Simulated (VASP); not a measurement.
# As (P6_3/mmc) in VASP: a series of runs

The runs below take As through single point, with PBE.

Everything below comes from runs of VASP 6.6.1. Logs are shortened: lines on timing, memory, paths and dates and some standing lists are left out, and cuts for length are marked.

### Step 1. The cell of the first run

Symmetry: P6_3/mmc, No. 194, hexagonal system. The conventional cell has a = 2.815 Å, b = 2.815 Å, c = 4.411 Å, α = 90.00°, β = 90.00°, γ = 120.00°. As (site symmetry -6m2) has 12 As at 2.74 to 2.81 Å within 3.6 Å.

### Step 2. Single point, PBE (volume scaled by 0.78)

INCAR

```
ALGO = Normal
EDIFF = 1E-6
ENCUT = 520
GGA = PE
ISIF = 2
ISMEAR = -1
LASPH = True
LCHARG = False
LREAL = False
LWAVE = False
NBANDS = 12
NELM = 80
PREC = Accurate
SIGMA = 0.1
```

KPOINTS

```
k-points
0
Gamma
  16 16 9
```

POSCAR

```
As
1.0
    2.8146363670      0.0000000000      0.0000000000
   -1.4073181835      2.4375465962      0.0000000000
    0.0000000000      0.0000000000      4.4105920774
As
2
Direct
    0.3333333333      0.6666666667      0.2500000000
    0.6666666667      0.3333333333      0.7500000000
```

Potentials or basis: VASP PAW PBE potentials, release 64 (As).

Started as:

```console
cat potpaw_PBE.64/As/POTCAR > POTCAR
mpirun -np 1 vasp_std > vasp.out
```

OUTCAR:

```text
EDIFF = 1E-6
   ENCUT = 520
   GGA = PE
   ISIF = 2
   ISMEAR = -1
   LASPH = True
   LREAL = False
   NELM = 80
   PREC = Accurate

 ion  position               nearest neighbor table
   1  0.333  0.667  0.250-   2 2.74   2 2.74   2 2.74   2 2.74   2 2.74   2 2.74
   2  0.667  0.333  0.750-   1 2.74   1 2.74   1 2.74   1 2.74   1 2.74   1 2.74

  LATTYP: Found a hexagonal cell.
 ALAT       =     2.8146363670
 C/A-ratio  =     1.5670202123

  Lattice vectors:

 A1 = (   2.8146363670,   0.0000000000,   0.0000000000)
 A2 = (  -1.4073181835,   2.4375465962,   0.0000000000)
 A3 = (   0.0000000000,   0.0000000000,   4.4105920774)

Analysis of symmetry for initial positions (statically):
=====================================================================
 Subroutine PRICEL returns:
 Original cell was already a primitive cell.

 Routine SETGRP: Setting up the symmetry group for a
 hexagonal supercell.

 Subroutine GETGRP returns: Found 24 space group operations
 (whereof 12 operations were pure point group operations)
 out of a pool of 24 trial point group operations.

The static configuration has the point symmetry D_3d.
 The point group associated with its full space group is D_6h.

Analysis of symmetry for dynamics (positions and initial velocities):
=====================================================================
 Subroutine PRICEL returns:
 Original cell was already a primitive cell.

 Routine SETGRP: Setting up the symmetry group for a
 hexagonal supercell.

 Subroutine GETGRP returns: Found 24 space group operations
 (whereof 12 operations were pure point group operations)
 out of a pool of 24 trial point group operations.

The dynamic configuration has the point symmetry D_3d.
 The point group associated with its full space group is D_6h.

 Subroutine INISYM returns: Found 24 space group operations
 (whereof 12 operations are pure point group operations),
 and found     1 'primitive' translations

----------------------------------------------------------------------------------------

                                     Primitive cell

  volume of cell :      30.2602

  direct lattice vectors                    reciprocal lattice vectors
     2.814636367  0.000000000  0.000000000     0.355285682  0.205124284  0.000000000
    -1.407318183  2.437546596  0.000000000     0.000000000  0.410248568  0.000000000
     0.000000000  0.000000000  4.410592077     0.000000000  0.000000000  0.226726930

  length of vectors
     2.814636367  2.814636367  4.410592077     0.410248568  0.410248568  0.226726930

  position of ions in fractional coordinates (direct lattice)
     0.333333333  0.666666667  0.250000000
     0.666666667  0.333333333  0.750000000

  ion indices of the primitive-cell ions
   primitive index   ion index
                 1           1
                 2           2

----------------------------------------------------------------------------------------

 KPOINTS: k-points

Automatic generation of k-mesh.
 Grid dimensions read from file:
 generate k-points for:   16   16    9

 Generating k-lattice:

  Cartesian coordinates                     Fractional coordinates (reciprocal lattice)
     0.022205355  0.012820268  0.000000000     0.062500000  0.000000000  0.000000000
     0.000000000  0.025640535  0.000000000     0.000000000  0.062500000  0.000000000
     0.000000000  0.000000000  0.025191881     0.000000000  0.000000000  0.111111111

  Length of vectors
     0.025640535  0.025640535  0.025191881

  Shift w.r.t. Gamma in fractional coordinates (k-lattice)
     0.000000000  0.000000000  0.000000000

 Subroutine IBZKPT returns following result:
 ===========================================

 Found    150 irreducible k-points:

 Following reciprocal coordinates:
            Coordinates               Weight
  0.000000  0.000000  0.000000      1.000000
  0.062500  0.000000  0.000000      6.000000
  0.125000  0.000000  0.000000      6.000000
  0.187500  0.000000  0.000000      6.000000
  0.250000  0.000000  0.000000      6.000000
  0.312500 -0.000000  0.000000      6.000000
[... 16 lines left out ...]
  0.187500  0.187500  0.000000      6.000000
  0.250000  0.187500  0.000000     12.000000
 [... further k-points ...]
   k-points           NKPTS =    150   k-points in BZ     NKDIM =    150   number of bands    NBANDS=     12
   number of dos      NEDOS =    301   number of ions     NIONS =      2
   total plane-waves  NPLWV =  20736
   dimension x,y,z NGX =    24 NGY =   24 NGZ =   36
   dimension x,y,z NGXF=    48 NGYF=   48 NGZF=   72
   ions per type =               2
   NGX,Y,Z   is equivalent  to a cutoff of  14.18, 14.18, 13.57 a.u.
   NGXF,Y,Z  is equivalent  to a cutoff of  28.35, 28.35, 27.14 a.u.
 SYSTEM =  unknown system
   PREC   = accura    normal or accurate (medium, high low for compatibility)
   ISTART =      0    job   : 0-new  1-cont  2-samecut
   ICHARG =      2    charge: 1-file 2-atom 10-const
   ISPIN  =      1    spin polarized calculation?
   LNONCOLLINEAR =      F non collinear calculations
   LSORBIT =      F    spin-orbit coupling
   LASPH  =      T    aspherical Exc in radial PAW
   ENCUT  =  520.0 eV  38.22 Ry    6.18 a.u.   5.23  5.23  8.20*2*pi/ulx,y,z
   NELM   =     80;   NELMIN=  2; NELMDL= -5     # of ELM steps
   EDIFF  = 0.1E-05   stopping-criterion for ELM
   LREAL  =      F    real-space projection
   EDIFFG = 0.1E-04   stopping-criterion for IOM
   NSW    =      0    number of steps for IOM
   IBRION =     -1    ionic relax: 0-MD 1-quasi-New 2-CG
   NFREE  =      0    steps in history (QN), initial steepest desc. (CG)
   ISIF   =      2    stress and relaxation
   ISYM   =      2    0-nonsym 1-usesym 2-fastsym
   POTIM  = 0.5000    time-step for ionic-motion
   TEBEG  =    0.0;   TEEND  =   0.0 temperature during run
   PSTRESS=    0.0 pullay stress
   NELECT =      10.0000    total number of electrons
   NUPDOWN=      -1.0000    fix difference up-down
   EMIN   =  10.00;   EMAX   =-10.00  energy-range for DOS
   EFERMI =   0.00;   METHOD = LEGACY
   ISMEAR =    -1;   SIGMA  =   0.10  broadening in eV -4-tet -1-fermi 0-gaus
   EFERMI_NEDOS =   21; number of points for ismear=-14 and -15
   IALGO  =     38    algorithm
   IMIX   =      4    mixing-type and parameters
     AMIX     =   0.40;   BMIX     =  1.00
     AMIX_MAG =   1.60;   BMIX_MAG =  1.00
  volume/ion in A,a.u.               =      15.13       102.10
  Fermi-wavevector in a.u.,A,eV,Ry     =   1.131838  2.138863 17.429831  1.281056
  Thomas-Fermi vector in A             =   2.268537
   LORBIT       =      0    0 simple, 1 ext, 2 COOP (PROOUT), +10 PAW based schemes
   GGA     = PE    functional components
   LHFCALC =     F    Hartree Fock is set to
   AEXX    =    0.0000 exact exchange contribution
   IVDW    =     0    specifies the selected vdW correction
   LEPSILON=     F    determine dielectric tensor
   LRPA    =     F    only Hartree local field effects (RPA)
 non-spin polarized calculation
  energy-cutoff  :      520.00
  volume of cell :       30.26
 maximum number of plane-waves:       824
 NGX is ok and might be reduce to    24
   NGX = 11   NGY = 11   NGZ = 17

 number of electron      10.0000000 magnetization

 number of electron       9.9999999 magnetization

 Free energy of the ion-electron system (eV)
  ---------------------------------------------------
  ext. energy  EPLUGINS =         0.00000000
  ---------------------------------------------------
  free energy    TOTEN  =        -7.67319094 eV

  energy without entropy =       -7.64403955  energy(sigma->0) =       -7.65861524

 E-fermi :   9.4685     XC(G=0): -11.8166

 val. band max:        9.4596810891   @ k =   0.3125   0.2500   0.0000
 cond. band min:       9.4871315400   @ k =   0.5000   0.0000   0.1111
 fundamental gap:      0.0274504509
 Fermi energy:         9.4685121325

 k-point     1 :       0.0000    0.0000    0.0000
  band No.  band energies     occupation
      1      -8.0551      2.00000
      2      -1.4393      2.00000
      3       0.9522      2.00000
      4      14.0871      0.00000
      5      14.0871      0.00000
      6      16.4768      0.00000
      7      16.4768      0.00000
      8      18.1718      0.00000
      9      19.6394      0.00000
     10      21.7578      0.00000
     11      22.6481      0.00000
     12      22.6481      0.00000

 k-point     2 :       0.0625    0.0000    0.0000
  band No.  band energies     occupation
      1      -7.9583      2.00000
      2      -1.3507      2.00000
      3       1.0509      2.00000
      4      13.0188      0.00000
      5      13.6599      0.00000
      6      16.0704      0.00000
      7      16.6931      0.00000
      8      17.9696      0.00000
      9      20.1850      0.00000
     10      21.2321      0.00000
     11      22.6131      0.00000
     12      23.2759      0.00000

 k-point     3 :       0.1250    0.0000    0.0000
  band No.  band energies     occupation
      1      -7.6683      2.00000
      2      -1.0870      2.00000
      3       1.3458      2.00000
      4      10.9215      0.00000
      5      12.8073      0.00000
      6      14.9599      0.00000
      7      16.8410      0.00000
      8      17.2869      0.00000
      9      19.1495      0.00000
     10      22.1444      0.00000
     11      22.9948      0.00000
     12      23.0498      0.00000
[... 286 lines left out ...]
 k-point    23 :       0.1875    0.1875    0.0000
  band No.  band energies     occupation
      1      -5.4673      2.00000
      2       0.7078      2.00000
      3       3.5495      2.00000
      4       5.5249      2.00000
      5       6.7825      2.00000
      6      11.6783      0.00000
      7      12.6869      0.00000
      8      12.9643      0.00000
      9      17.3258      0.00000
     10      20.3929      0.00000
     11      21.3154      0.00000
     12      24.3088      0.00000

 k-point    24 :       0.2500    0.1875    0.0000
  band No.  band energies     occupation
      1      -4.5321      2.00000
      2       1.1008      2.00000
      3       4.3839      2.00000
      4       4.4645      2.00000
      5       5.8415      2.00000
      6      10.1370      0.00250
      7      11.6234      0.00000
      8      11.8468      0.00000
      9      16.2135      0.00000
     10      20.2652      0.00000
     11      23.0350      0.00000
     12      25.0382      0.00000

 [... further k-points ...]

------------------------ aborting loop because EDIFF is reached ----------------------------------------

  FORCE on cell =-STRESS in cart. coord.  units (eV):
  Direction    XX          YY          ZZ          XY          YZ          ZX
  --------------------------------------------------------------------------------------
  -------------------------------------------------------------------------------------
  Total        6.2074480      6.2074480      6.2138857      0.0000000      0.0000000      0.0000000
  in kB      328.6635631    328.6635631    329.0044181      0.0000000      0.0000000      0.0000000
  external PRESSURE =     328.7771814 kB  Pullay stress =       0.0000000 kB

 VOLUME and BASIS-vectors are now :
 -----------------------------------------------------------------------------
  energy-cutoff  :      520.00
  volume of cell :       30.26
      direct lattice vectors                 reciprocal lattice vectors
     2.814636367  0.000000000  0.000000000     0.355285682  0.205124284  0.000000000
    -1.407318183  2.437546596  0.000000000     0.000000000  0.410248568  0.000000000
     0.000000000  0.000000000  4.410592077     0.000000000  0.000000000  0.226726930

 POSITION                                       TOTAL-FORCE (eV/Angst)
 -----------------------------------------------------------------------------------
     -0.00000      1.62503      1.10265         0.000000     -0.000000      0.000000
      1.40732      0.81252      3.30794        -0.000000      0.000000      0.000000
 -----------------------------------------------------------------------------------
    total drift:                               -0.000000      0.000000      0.000000

  FREE ENERGIE OF THE ION-ELECTRON SYSTEM (eV)
  ---------------------------------------------------
  free  energy   TOTEN  =        -7.6731909354 eV

  energy  without entropy=       -7.6440395529  energy(sigma->0) =       -7.65861524
```

It took 21 s on 1 thread of AMD EPYC 9R45 (Zen 5), shared host; peak memory 0.15 GiB.

Results:

```
Free energy            : -7.6732 eV
Pressure               : 32.9 GPa
Band gap on the k mesh : zero (band 5 reaches 15.14 eV, above the bottom of band 6 at 5.11 eV)
```

Levels at points of the mesh, in eV from the Fermi level:
```tsv
k point	band 3	band 4	band 5	band 6	band 7	band 8
(0.00, 0.00, 0.00)	-8.52	4.62	4.62	7.01	7.01	8.70
(0.50, 0.00, 0.00)	-5.07	-3.76	-3.50	-0.77	0.16	4.90
```

### Step 3. Single point, PBE (volume scaled by 0.78)

INCAR

```
SYSTEM = As
PREC = Accurate
ENCUT = 520
EDIFF = 1E-6
ISMEAR = -1
SIGMA = 0.1
LREAL = .False.
LASPH = .True.
NELM = 60
ALGO = Normal
ISIF = 2
LWAVE = .False.
LCHARG = .True.
GGA = PE
LELF = .True.
LVHAR = .True.
NBANDS = 12
```

KPOINTS

```
Automatic mesh
0
Gamma
  16 16 9
  0 0 0
```

POSCAR is that of step 2.

Potentials or basis: VASP PAW PBE potentials, release 64 (As).

Started as:

```console
cat potpaw_PBE.64/As/POTCAR > POTCAR
mpirun -np 1 vasp_std > vasp.out
```

OUTCAR:

```text
SYSTEM = As
   PREC = Accurate
   ENCUT = 520
   EDIFF = 1E-6
   ISMEAR = -1
   LREAL = .False.
   LASPH = .True.
   NELM = 60
   ISIF = 2
   GGA = PE

 ion  position               nearest neighbor table
   1  0.333  0.667  0.250-   2 2.74   2 2.74   2 2.74   2 2.74   2 2.74   2 2.74
   2  0.667  0.333  0.750-   1 2.74   1 2.74   1 2.74   1 2.74   1 2.74   1 2.74

  LATTYP: Found a hexagonal cell.
 ALAT       =     2.8146363670
 C/A-ratio  =     1.5670202123

  Lattice vectors:

[... 550 lines left out ...]

------------------------ aborting loop because EDIFF is reached ----------------------------------------

  FORCE on cell =-STRESS in cart. coord.  units (eV):
  Direction    XX          YY          ZZ          XY          YZ          ZX
  --------------------------------------------------------------------------------------
  -------------------------------------------------------------------------------------
  Total        6.2074480      6.2074480      6.2138857      0.0000000      0.0000000      0.0000000
  in kB      328.6635631    328.6635631    329.0044181      0.0000000      0.0000000      0.0000000
  external PRESSURE =     328.7771814 kB  Pullay stress =       0.0000000 kB

 VOLUME and BASIS-vectors are now :
 -----------------------------------------------------------------------------
  energy-cutoff  :      520.00
  volume of cell :       30.26
      direct lattice vectors                 reciprocal lattice vectors
     2.814636367  0.000000000  0.000000000     0.355285682  0.205124284  0.000000000
    -1.407318183  2.437546596  0.000000000     0.000000000  0.410248568  0.000000000
     0.000000000  0.000000000  4.410592077     0.000000000  0.000000000  0.226726930

 POSITION                                       TOTAL-FORCE (eV/Angst)
 -----------------------------------------------------------------------------------
     -0.00000      1.62503      1.10265         0.000000     -0.000000      0.000000
      1.40732      0.81252      3.30794        -0.000000      0.000000      0.000000
 -----------------------------------------------------------------------------------
    total drift:                               -0.000000      0.000000      0.000000

  FREE ENERGIE OF THE ION-ELECTRON SYSTEM (eV)
  ---------------------------------------------------
  free  energy   TOTEN  =        -7.6731909354 eV

  energy  without entropy=       -7.6440395529  energy(sigma->0) =       -7.65861524
```

OSZICAR:

```text
N       E                     dE             d eps       ncg     rms          rms(c)
DAV:   1     0.269670008911E+02    0.26967E+02   -0.44450E+03  3600   0.722E+02
DAV:   2    -0.642229352002E+01   -0.33389E+02   -0.31857E+02  4884   0.114E+02
DAV:   3    -0.768426757670E+01   -0.12620E+01   -0.12473E+01  4532   0.218E+01
DAV:   4    -0.768830828752E+01   -0.40407E-02   -0.40403E-02  4024   0.127E+00
DAV:   5    -0.768831112384E+01   -0.28363E-05   -0.28359E-05  4444   0.397E-02    0.420E+00
DAV:   6    -0.767852489968E+01    0.97862E-02   -0.11753E-03  4048   0.212E-01    0.249E+00
DAV:   7    -0.767317029034E+01    0.53546E-02   -0.27949E-03  4044   0.323E-01    0.458E-02
DAV:   8    -0.767318951596E+01   -0.19226E-04   -0.43682E-05  4268   0.534E-02    0.159E-02
DAV:   9    -0.767319083775E+01   -0.13218E-05   -0.18840E-06  3904   0.103E-02    0.140E-03
DAV:  10    -0.767319093538E+01   -0.97626E-07   -0.14728E-08  2144   0.916E-04
   1 F= -.76731909E+01 E0= -.76586152E+01  d E =-.291514E-01
```

Wall time 23 s (1 thread of AMD EPYC 9R45 (Zen 5), shared host); peak memory 0.15 GiB.

Results:

| Quantity | Value |
| --- | --- |
| Free energy | -7.6732 eV |
| Pressure | 32.9 GPa |
| Band gap on the k mesh | zero (band 5 reaches 15.14 eV, above the bottom of band 6 at 5.11 eV) |

Levels at points of the mesh, in eV from the Fermi level:
| k point | band 3 | band 4 | band 5 | band 6 | band 7 | band 8 |
| --- | --- | --- | --- | --- | --- | --- |
| (0.00, 0.00, 0.00) | -8.52 | 4.62 | 4.62 | 7.01 | 7.01 | 8.70 |
| (0.50, 0.00, 0.00) | -5.07 | -3.76 | -3.50 | -0.77 | 0.16 | 4.90 |
